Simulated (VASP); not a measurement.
# Bi2Se3 (R-3m) in VASP: single point with LDA

Aim: the single point of Bi2Se3 with LDA.

Program: VASP 6.6.1. These are calculated values, not measurements. Logs are shortened: lines on timing, memory, paths and dates and some standing lists are left out, and cuts for length are marked.

## (1) The cell of the first run

Symmetry: R-3m, No. 166, trigonal system. The conventional cell has a = 4.105 Å, b = 4.105 Å, c = 27.885 Å, α = 90.00°, β = 90.00°, γ = 120.00°. Bi (site symmetry 3m) has 6 Se at 2.84 to 3.04 Å within 3.7 Å. Se (site symmetry -3m) has 6 Bi at 3.04 Å and 12 Se at 4.11 to 4.19 Å within 4.2 Å. Within 3.7 Å of Se (site symmetry 3m) lie 3 Bi at 2.84 Å and 3 Se at 3.36 Å.

## (2) Single point, LDA

INCAR

```
PREC = Accurate ; ENCUT = 500
EDIFF = 1E-6 ; ISMEAR = 0
SIGMA = 0.01 ; LREAL = False
LASPH = True ; NELM = 120
ALGO = Normal ; ISIF = 2
LWAVE = False ; LCHARG = False
GGA = CA ; NBANDS = 32
GGA_COMPAT = False
```

KPOINTS

```
regular mesh
0
Gamma
  8 8 8
```

POSCAR

```
Bi2Se3
1.0
    2.0525743248      1.1850543389      9.2950810415
   -2.0525743248      1.1850543389      9.2950810415
    0.0000000000     -2.3701086779      9.2950810415
Bi Se
2 3
Direct
    0.4013446266      0.4013446266      0.4013446266
    0.5986553734      0.5986553734      0.5986553734
    0.0000000000      0.0000000000      0.0000000000
    0.2092652695      0.2092652695      0.2092652695
    0.7907347305      0.7907347305      0.7907347305
```

Potentials or basis: VASP PAW LDA potentials, release 64 (Bi_d, Se).

Launch:

```console
$ cat potpaw_LDA.64/Bi_d/POTCAR potpaw_LDA.64/Se/POTCAR > POTCAR
$ mpirun -np 1 vasp_std > vasp.out
```

OUTCAR:

```text
PREC = Accurate
   ENCUT = 500
   EDIFF = 1E-6
   ISMEAR = 0
   LREAL = False
   LASPH = True
   NELM = 120
   ISIF = 2
   GGA = CA

 ion  position               nearest neighbor table
   1  0.401  0.401  0.401-   5 2.84   5 2.84   5 2.84   3 3.04   3 3.04   3 3.04
   2  0.599  0.599  0.599-   4 2.84   4 2.84   4 2.84   3 3.04   3 3.04   3 3.04
   3  0.000  0.000  0.000-   2 3.04   1 3.04   2 3.04   2 3.04   1 3.04   1 3.04
   4  0.209  0.209  0.209-   2 2.84   2 2.84   2 2.84
   5  0.791  0.791  0.791-   1 2.84   1 2.84   1 2.84

  LATTYP: Found a trigonal (rhomboedric) cell.
 ALAT       =     9.5924942905
 COS(alpha) =     0.9084275822

  Lattice vectors:

 A1 = (   2.0525743248,   1.1850543389,   9.2950810415)
 A2 = (  -2.0525743248,   1.1850543389,   9.2950810415)
 A3 = (   0.0000000000,  -2.3701086779,   9.2950810415)

Analysis of symmetry for initial positions (statically):
=====================================================================
 Subroutine PRICEL returns:
 Original cell was already a primitive cell.

 Routine SETGRP: Setting up the symmetry group for a
 trigonal (rhombohedral) supercell.

 Subroutine GETGRP returns: Found 12 space group operations
 (whereof 12 operations were pure point group operations)
 out of a pool of 12 trial point group operations.

The static configuration has the point symmetry D_3d.

Analysis of symmetry for dynamics (positions and initial velocities):
=====================================================================
 Subroutine PRICEL returns:
 Original cell was already a primitive cell.

 Routine SETGRP: Setting up the symmetry group for a
 trigonal (rhombohedral) supercell.

 Subroutine GETGRP returns: Found 12 space group operations
 (whereof 12 operations were pure point group operations)
 out of a pool of 12 trial point group operations.

The dynamic configuration has the point symmetry D_3d.

 Subroutine INISYM returns: Found 12 space group operations
 (whereof 12 operations are pure point group operations),
 and found     1 'primitive' translations

----------------------------------------------------------------------------------------

                                     Primitive cell

  volume of cell :     135.6568

  direct lattice vectors                    reciprocal lattice vectors
     2.052574325  1.185054339  9.295081041     0.243596538  0.140640527  0.035861262
    -2.052574325  1.185054339  9.295081041    -0.243596538  0.140640527  0.035861262
     0.000000000 -2.370108678  9.295081041     0.000000000 -0.281281054  0.035861262

  length of vectors
     9.592494290  9.592494290  9.592494290     0.283557862  0.283557862  0.283557862

  position of ions in fractional coordinates (direct lattice)
     0.401344627  0.401344627  0.401344627
     0.598655373  0.598655373  0.598655373
     0.000000000  0.000000000  0.000000000
     0.209265270  0.209265270  0.209265270
     0.790734730  0.790734730  0.790734730

  ion indices of the primitive-cell ions
   primitive index   ion index
                 1           1
                 2           2
                 3           3
                 4           4
                 5           5

----------------------------------------------------------------------------------------

 KPOINTS: regular mesh

Automatic generation of k-mesh.
 Grid dimensions read from file:
 generate k-points for:    8    8    8

 Generating k-lattice:

  Cartesian coordinates                     Fractional coordinates (reciprocal lattice)
     0.030449567  0.017580066  0.004482658     0.125000000 -0.000000000  0.000000000
    -0.030449567  0.017580066  0.004482658    -0.000000000  0.125000000  0.000000000
     0.000000000 -0.035160132  0.004482658     0.000000000  0.000000000  0.125000000

  Length of vectors
     0.035444733  0.035444733  0.035444733

  Shift w.r.t. Gamma in fractional coordinates (k-lattice)
     0.000000000  0.000000000  0.000000000

 Subroutine IBZKPT returns following result:
 ===========================================

 Found     65 irreducible k-points:

 Following reciprocal coordinates:
            Coordinates               Weight
  0.000000  0.000000  0.000000      1.000000
  0.125000 -0.000000  0.000000      6.000000
  0.250000 -0.000000  0.000000      6.000000
  0.375000 -0.000000  0.000000      6.000000
  0.500000 -0.000000  0.000000      3.000000
  0.125000  0.125000  0.000000      6.000000
[... 16 lines left out ...]
  0.250000  0.125000  0.125000      6.000000
  0.375000  0.125000  0.125000      6.000000
 [... further k-points ...]
   k-points           NKPTS =     65   k-points in BZ     NKDIM =     65   number of bands    NBANDS=     32
   number of dos      NEDOS =    301   number of ions     NIONS =      5
   total plane-waves  NPLWV = 343000
   dimension x,y,z NGX =    70 NGY =   70 NGZ =   70
   dimension x,y,z NGXF=   140 NGYF=  140 NGZF=  140
   ions per type =               2   3
   NGX,Y,Z   is equivalent  to a cutoff of  12.13, 12.13, 12.13 a.u.
   NGXF,Y,Z  is equivalent  to a cutoff of  24.26, 24.26, 24.26 a.u.
 SYSTEM =  unknown system
   PREC   = accura    normal or accurate (medium, high low for compatibility)
   ISTART =      0    job   : 0-new  1-cont  2-samecut
   ICHARG =      2    charge: 1-file 2-atom 10-const
   ISPIN  =      1    spin polarized calculation?
   LNONCOLLINEAR =      F non collinear calculations
   LSORBIT =      F    spin-orbit coupling
   LASPH  =      T    aspherical Exc in radial PAW
   ENCUT  =  500.0 eV  36.75 Ry    6.06 a.u.  17.49 17.49 17.49*2*pi/ulx,y,z
   NELM   =    120;   NELMIN=  2; NELMDL= -5     # of ELM steps
   EDIFF  = 0.1E-05   stopping-criterion for ELM
   LREAL  =      F    real-space projection
   EDIFFG = 0.1E-04   stopping-criterion for IOM
   NSW    =      0    number of steps for IOM
   IBRION =     -1    ionic relax: 0-MD 1-quasi-New 2-CG
   NFREE  =      0    steps in history (QN), initial steepest desc. (CG)
   ISIF   =      2    stress and relaxation
   ISYM   =      2    0-nonsym 1-usesym 2-fastsym
   POTIM  = 0.5000    time-step for ionic-motion
   TEBEG  =    0.0;   TEEND  =   0.0 temperature during run
   PSTRESS=    0.0 pullay stress
   NELECT =      48.0000    total number of electrons
   NUPDOWN=      -1.0000    fix difference up-down
   EMIN   =  10.00;   EMAX   =-10.00  energy-range for DOS
   EFERMI =   0.00;   METHOD = LEGACY
   ISMEAR =     0;   SIGMA  =   0.01  broadening in eV -4-tet -1-fermi 0-gaus
   EFERMI_NEDOS =   21; number of points for ismear=-14 and -15
   IALGO  =     38    algorithm
   IMIX   =      4    mixing-type and parameters
     AMIX     =   0.40;   BMIX     =  1.00
     AMIX_MAG =   1.60;   BMIX_MAG =  1.00
  volume/ion in A,a.u.               =      27.13       183.09
  Fermi-wavevector in a.u.,A,eV,Ry     =   1.157910  2.188132 18.242079  1.340755
  Thomas-Fermi vector in A             =   2.294517
   LORBIT       =      0    0 simple, 1 ext, 2 COOP (PROOUT), +10 PAW based schemes
   GGA     = CA    functional components
   LHFCALC =     F    Hartree Fock is set to
   AEXX    =    0.0000 exact exchange contribution
   IVDW    =     0    specifies the selected vdW correction
   LEPSILON=     F    determine dielectric tensor
   LRPA    =     F    only Hartree local field effects (RPA)
 non-spin polarized calculation
 Gauss-broadening in eV      SIGMA  =   0.01
  energy-cutoff  :      500.00
  volume of cell :      135.66
 maximum number of plane-waves:      3477
 NGX is ok and might be reduce to    70
   NGX = 35   NGY = 35   NGZ = 35

 number of electron      47.9999992 magnetization

 Free energy of the ion-electron system (eV)
  ---------------------------------------------------
  ext. energy  EPLUGINS =         0.00000000
  ---------------------------------------------------
  free energy    TOTEN  =       -23.42844678 eV

  energy without entropy =      -23.42844643  energy(sigma->0) =      -23.42844660

 E-fermi :   5.4758     XC(G=0): -10.0163

 val. band max:        5.4554421387   @ k =   0.0000   0.0000   0.0000
 cond. band min:       5.4961378879   @ k =   0.0000   0.0000   0.0000
 fundamental gap:      0.0406957491
 Fermi energy:         5.4757900058

 k-point     1 :       0.0000    0.0000    0.0000
  band No.  band energies     occupation
      1     -17.6943      2.00000
      2     -17.6943      2.00000
      3     -17.6917      2.00000
      4     -17.6917      2.00000
      5     -17.6775      2.00000
      6     -17.6744      2.00000
[... 24 lines left out ...]
     31      11.0866      0.00000
     32      12.1155      0.00000

 k-point     2 :       0.1250   -0.0000    0.0000
  band No.  band energies     occupation
      1     -17.6972      2.00000
      2     -17.6940      2.00000
      3     -17.6905      2.00000
      4     -17.6880      2.00000
      5     -17.6751      2.00000
      6     -17.6722      2.00000
[... 24 lines left out ...]
     31      10.6180      0.00000
     32      11.2370      0.00000

 k-point     3 :       0.2500   -0.0000    0.0000
  band No.  band energies     occupation
      1     -17.7055      2.00000
      2     -17.7008      2.00000
      3     -17.6833      2.00000
      4     -17.6807      2.00000
      5     -17.6765      2.00000
      6     -17.6715      2.00000
[... 24 lines left out ...]
     31       9.7506      0.00000
     32      11.4889      0.00000

 k-point     4 :       0.3750   -0.0000    0.0000
  band No.  band energies     occupation
      1     -17.7148      2.00000
      2     -17.7083      2.00000
      3     -17.6809      2.00000
      4     -17.6808      2.00000
      5     -17.6763      2.00000
      6     -17.6754      2.00000
[... 654 lines left out ...]
     31      11.0808      0.00000
     32      11.9991      0.00000

 k-point    23 :       0.2500    0.1250    0.1250
  band No.  band energies     occupation
      1     -17.6972      2.00000
      2     -17.6940      2.00000
      3     -17.6905      2.00000
      4     -17.6880      2.00000
      5     -17.6751      2.00000
      6     -17.6724      2.00000
[... 24 lines left out ...]
     31      10.5689      0.00000
     32      11.4676      0.00000

 k-point    24 :       0.3750    0.1250    0.1250
  band No.  band energies     occupation
      1     -17.7055      2.00000
      2     -17.7008      2.00000
      3     -17.6833      2.00000
      4     -17.6807      2.00000
      5     -17.6766      2.00000
      6     -17.6714      2.00000
[... 24 lines left out ...]
     31       9.8425      0.00000
     32      11.5498      0.00000

 [... further k-points ...]

------------------------ aborting loop because EDIFF is reached ----------------------------------------

  FORCE on cell =-STRESS in cart. coord.  units (eV):
  Direction    XX          YY          ZZ          XY          YZ          ZX
  --------------------------------------------------------------------------------------
  -------------------------------------------------------------------------------------
  Total        0.1576299      0.1576299      0.1546090      0.0000000     -0.0000000      0.0000000
  in kB        1.8616913      1.8616913      1.8260121      0.0000000     -0.0000000      0.0000000
  external PRESSURE =       1.8497983 kB  Pullay stress =       0.0000000 kB

 VOLUME and BASIS-vectors are now :
 -----------------------------------------------------------------------------
  energy-cutoff  :      500.00
  volume of cell :      135.66
      direct lattice vectors                 reciprocal lattice vectors
     2.052574325  1.185054339  9.295081041     0.243596538  0.140640527  0.035861262
    -2.052574325  1.185054339  9.295081041    -0.243596538  0.140640527  0.035861262
     0.000000000 -2.370108678  9.295081041     0.000000000 -0.281281054  0.035861262

 POSITION                                       TOTAL-FORCE (eV/Angst)
 -----------------------------------------------------------------------------------
      0.00000     -0.00000     11.19159         0.000000      0.000000     -0.016691
      0.00000     -0.00000     16.69365         0.000000     -0.000000      0.016691
      0.00000      0.00000      0.00000         0.000000     -0.000000      0.000000
      0.00000     -0.00000      5.83541         0.000000      0.000000     -0.031304
      0.00000     -0.00000     22.04983         0.000000     -0.000000      0.031304
 -----------------------------------------------------------------------------------
    total drift:                               -0.000000     -0.000000     -0.000000

  FREE ENERGIE OF THE ION-ELECTRON SYSTEM (eV)
  ---------------------------------------------------
  free  energy   TOTEN  =       -23.4284467802 eV

  energy  without entropy=      -23.4284464294  energy(sigma->0) =      -23.42844660
```

It took 40 min on 1 thread of Oxide Virtual Turin-like, shared host; peak memory 0.6 GiB.

What came out:

```
Free energy            : -23.4284 eV
Pressure               : 0.2 GPa
Largest force          : 0.031 eV/Å
Band gap on the k mesh : 0.04 eV
```

Forces in eV/Å, atoms in the order of the input:
```
Bi   0.000  0.000 -0.017
Bi   0.000  0.000  0.017
Se   0.000  0.000  0.000
Se   0.000  0.000 -0.031
Se   0.000  0.000  0.031
```

Caveat: spin-orbit coupling is left out, which moves the levels of the heavy elements.
